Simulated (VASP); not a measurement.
Input of a VASP 6.6.1 run:

Contents of INCAR:

```
PREC     = Accurate       # precision mode
ENCUT    = 520            # plane-wave cutoff, eV
EDIFF    = 1E-7           # SCF threshold, eV
ISMEAR   = 0              # smearing method
SIGMA    = 0.1            # smearing width, eV
LREAL    = False          # projectors in reciprocal space
LASPH    = True           # aspherical terms in the spheres
NELM     = 80             # most SCF steps
ALGO     = Normal         # electronic algorithm
ISIF     = 2              # what is computed and relaxed
LWAVE    = False          # write WAVECAR
LCHARG   = True           # write CHGCAR
LELF     = True           # ELF
LVHAR    = True         
NBANDS   = 13             # bands
```

Contents of KPOINTS:

```
regular mesh
0
Gamma
  18 18 18
```

The input POSCAR:

```
W
1.0
   -1.5679399290      1.5679399290      1.5679399290
    1.5679399290     -1.5679399290      1.5679399290
    1.5679399290      1.5679399290     -1.5679399290
W
1
Direct
    0.0000000000      0.0000000000      0.0000000000
```

Potentials or basis: VASP PAW LDA potentials, release 64 (W_sv).

The run is started by

```console
$ cat potpaw_LDA.64/W_sv/POTCAR > POTCAR
$ mpirun -np 1 vasp_std > vasp.out
```

Problem. Predict the band gap on the k mesh.

Solution. Zero (band 7 reaches 17.07 eV, above the bottom of band 8 at 10.42 eV).

Problem. What does it give for the pressure?

Solution. 2.0 GPa.

Caveat: spin-orbit coupling is left out, which moves the levels of the heavy elements.
